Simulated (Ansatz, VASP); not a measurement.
C: VASP beside Ansatz

```
C
1.0
     1.79886    0.00000    0.00000
     0.00000    1.79886    0.00000
     0.00000    0.00000    1.79886
C
1
Direct
  0.00000 0.00000 0.00000
```

Alike in both runs: task single point; functional revPBE; k mesh 20 × 20 × 20; occupations fermi-dirac, width 0.1 eV; no spin polarisation.

```csv
,VASP,Ansatz
version,VASP 6.6.1,Ansatz 0.2.0
potentials or method,"VASP PAW PBE potentials, release 64 (C), cutoff 600 eV","plane waves (420 eV) with PAW, scalar-relativistic"
valence electrons in the cell,4,4
```

Ansatz gave:

* pressure (GPa): -7.7

Q: Estimate VASP's values.

A: Pressure (GPa): -8.0.

VASP's potentials were made for PBE, not for revPBE.
